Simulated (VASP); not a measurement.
Wanted: the native input for a VASP 6.6.1 run.

| Item | Value |
| --- | --- |
| Task | relaxation of cell and atoms |
| Functional | PBEsol |
| Potentials or basis | VASP PAW PBE potentials, release 64 (Sc_sv, Al) |
| Cutoff | 600 eV |
| k mesh | 10 × 10 × 10 |
| Occupations | gaussian, width 0.1 eV |
| Spin | no spin polarisation |
| Target pressure | -3 GPa |
| Dipole correction | no |
| Further INCAR settings | ALGO = Normal; EDIFF = 1e-06; IBRION = 2; EDIFFG = -0.008; NSW = 70; ISIF = 3 |

The structure of ScAl3 lies in POSCAR:

```
ScAl3
1.0
    4.1096265052      0.0000000000      0.0000000000
    0.0000000000      4.1096265052      0.0000000000
    0.0000000000      0.0000000000      4.1096265052
Sc Al
1 3
Direct
    0.0000000000      0.0000000000      0.0000000000
    0.5000000000      0.0000000000      0.5000000000
    0.0000000000      0.5000000000      0.5000000000
    0.5000000000      0.5000000000      0.0000000000
```

One way to write it, as run:

INCAR

```
  ALGO = Normal
  EDIFF = 1E-6
  EDIFFG = -0.008
  ENCUT = 600
  GGA = PS
  IBRION = 2
  ISIF = 3
  ISMEAR = 0
  LASPH = T
  LCHARG = F
  LREAL = F
  LWAVE = F
  NELM = 80
  NSW = 70
  PREC = Accurate
  PSTRESS = -30.0
  SIGMA = 0.1
```

KPOINTS

```
k-points
0
Gamma
  10 10 10
```

Potentials or basis: VASP PAW PBE potentials, release 64 (Sc_sv, Al).

The run is started by

```sh
$ cat potpaw_PBE.64/Sc_sv/POTCAR potpaw_PBE.64/Al/POTCAR > POTCAR
$ mpirun -np 1 vasp_std > vasp.out
```

It gave:

```
Relaxed volume                                         : 17.50 Å³/atom
Relaxed cell                                           : a = 4.121 Å, b = 4.121 Å, c = 4.121 Å, α = 90.00°, β = 90.00°, γ = 90.00°
Space group after relaxing (to 0.05 Å)                 : Pm-3m (No. 221)
Energy change on relaxing (the enthalpy is what falls) : +2.4 meV/atom
Ionic steps                                            : 3
Pressure after relaxing                                : -3.0 GPa
Band gap on the k mesh                                 : zero (band 10 reaches 7.76 eV, above the bottom of band 11 at 4.07 eV)
```

Caveat: the cell is relaxed towards a set pressure, so the enthalpy falls and the energy may rise; the PAW data sets were made with another functional, which shifts forces and pressure a little.

It took 50 s on 1 thread of Intel(R) Xeon(R) 6975P-C (Granite Rapids) (shared host), peak memory 0.25 GiB.
